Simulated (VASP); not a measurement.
Wanted: the native input for a VASP 6.6.1 run.

- Task: single point
- Functional: r2SCAN
- Potentials or basis: VASP PAW PBE potentials, release 64 (Sn_d, O)
- Cutoff: 520 eV
- k mesh: 6 × 6 × 8
- Occupations: gaussian, width 0.02 eV
- Spin: no spin polarisation
- Dipole correction: no
- Further INCAR settings: ALGO = Normal; EDIFF = 1e-06; NBANDS = 35

The system is SnO2.

```xyz
6
Lattice="4.7236 0.0000 0.0000 0.0000 4.7236 0.0000 0.0000 0.0000 3.1894" Properties=species:S:1:pos:R:3 pbc="T T T"
Sn    2.3618    2.3618    1.5947
Sn    0.0000    0.0000    0.0000
O     0.9186    3.8051    1.5947
O     3.8051    0.9186    1.5947
O     1.4432    1.4432    0.0000
O     3.2804    3.2804    0.0000
```

These files were run (other wordings do the same):

POSCAR

```
SnO2
1.0
    4.7236126175      0.0000000000      0.0000000000
    0.0000000000      4.7236126175      0.0000000000
    0.0000000000      0.0000000000      3.1894497948
Sn O
2 4
Direct
    0.5000000000      0.5000000000      0.5000000000
    0.0000000000      0.0000000000      0.0000000000
    0.1944616829      0.8055383171      0.5000000000
    0.8055383171      0.1944616829      0.5000000000
    0.3055383171      0.3055383171      0.0000000000
    0.6944616829      0.6944616829      0.0000000000
```

INCAR.step1

```
SYSTEM = SnO2
PREC     = Accurate       ! precision mode
ENCUT    = 520            ! plane-wave cutoff, eV
ISMEAR   = 0              ! smearing method
SIGMA    = 0.02           ! smearing width, eV
LREAL    = .FALSE.        ! projectors in reciprocal space
LASPH    = .TRUE.         ! aspherical terms in the spheres
NELM     = 80             ! most SCF steps
NBANDS   = 35             ! bands
GGA      = PE             ! functional
ALGO     = Normal         ! electronic algorithm
EDIFF    = 1E-4           ! SCF threshold, eV
LWAVE    = .TRUE.         ! write WAVECAR
LCHARG   = .FALSE.        ! write CHGCAR
```

INCAR.step2

```
SYSTEM = SnO2
PREC     = Accurate       ! precision mode
ENCUT    = 520            ! plane-wave cutoff, eV
EDIFF    = 1E-6           ! SCF threshold, eV
ISMEAR   = 0              ! smearing method
SIGMA    = 0.02           ! smearing width, eV
LREAL    = .FALSE.        ! projectors in reciprocal space
LASPH    = .TRUE.         ! aspherical terms in the spheres
NELM     = 80             ! most SCF steps
ALGO     = Normal         ! electronic algorithm
ISIF     = 2              ! what is computed and relaxed
LWAVE    = .FALSE.        ! write WAVECAR
LCHARG   = .FALSE.        ! write CHGCAR
METAGGA  = R2SCAN         ! meta-GGA
LMIXTAU  = .TRUE.       
NBANDS   = 35             ! bands
ISTART   = 1
```

KPOINTS

```
Automatic mesh
0
G
  6 6 8
  0 0 0
```

Potentials or basis: VASP PAW PBE potentials, release 64 (Sn_d, O).

Run with:

```bash
$ cat potpaw_PBE.64/Sn_d/POTCAR potpaw_PBE.64/O/POTCAR > POTCAR
$ cp INCAR.step1 INCAR
$ mpirun -np 1 vasp_std > vasp.out
$ cp INCAR.step2 INCAR
$ mpirun -np 1 vasp_std > vasp.out
```

It gave:

* Pressure: 5.2 GPa
* Largest force: 0.015 eV/Å
* Band gap on the k mesh: 2.00 eV

Caveat: the cell stands under pressure; the PAW data sets were made with another functional, which shifts forces and pressure a little; spin-orbit coupling is left out, which moves the levels of the heavy elements.

Wall time 7.4 min on 1 thread of Intel Xeon 8259CL, on a shared host, peak memory 0.24 GiB.
